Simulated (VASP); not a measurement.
## Si: relaxation of cell and atoms with PBE

The system is Si.

```
Si
1.0
     1.99631    0.00000    0.00000
    -0.99816    1.72886    0.00000
     0.00000    0.00000    1.94259
Si
1
Direct
  0.00000 0.00000 0.00000
```

This isn't the form of Si at room conditions, which is diamond.

- Program: VASP 6.6.1
- Task: relaxation of cell and atoms
- Functional: PBE
- Potentials or basis: VASP PAW PBE potentials, release 64 (Si)
- Cutoff: 600 eV
- k mesh: 21 × 21 × 20
- Occupations: fermi-dirac, width 0.08 eV
- Spin: no spin polarisation
- Target pressure: 460 GPa
- Dipole correction: no
- Further INCAR settings: ALGO = Normal; EDIFF = 1e-07; IBRION = 2; EDIFFG = -0.005; NSW = 32; ISIF = 3

The relaxed volume is 6.70 Å³/atom, the relaxed cell is a = 1.995 Å, b = 1.995 Å, c = 1.944 Å, α = 90.00°, β = 90.00°, γ = 120.00° and the space group after relaxing (to 0.1 Å) is P6/mmm (No. 191). The energy change on relaxing (the run minimises the enthalpy) is +6.7 meV/atom, the ionic steps are 5 and the pressure after relaxing is 460.0 GPa. The band gap on the k mesh is zero (bands 2 and 3 overlap by 11.54 eV).

Step by step:
| step | energy change (eV) | largest force (eV/Å) | pressure (GPa) | volume (Å³) |
| --- | --- | --- | --- | --- |
| 1 | 0.0000 | 0.0000 | 459.57 | 6.70 |
| 2 | 0.0501 | 0.0000 | 463.14 | 6.69 |
| 3 | 0.0101 | 0.0000 | 460.29 | 6.70 |
| 4 | -0.0138 | 0.0000 | 458.48 | 6.71 |
| 5 | 0.0067 | 0.0000 | 460.03 | 6.70 |

Final structure:
```
Si
1.0
     1.99547    0.00000    0.00000
    -0.99774    1.72813    0.00000
     0.00000    0.00000    1.94355
Si
1
Direct
  0.00000 0.00000 0.00000
```

Levels at points of the mesh, in eV from the Fermi level:
| k point | band 1 | band 2 | band 3 | band 4 | band 5 | band 6 |
| --- | --- | --- | --- | --- | --- | --- |
| (0.00, 0.00, 0.00) | -22.72 | 7.39 | 13.79 | 16.92 | 16.92 | 23.98 |
| (0.00, 0.00, 0.50) | -13.94 | -13.18 | 21.62 | 21.62 | 25.02 | 25.02 |

It took 19 s on 1 thread of AMD EPYC 9R45 96-Core Processor (Zen 5), with other jobs on the host, peak memory 0.1 GiB.

Caveat: the cell is relaxed towards a set pressure, so the run minimises the enthalpy, not the energy.
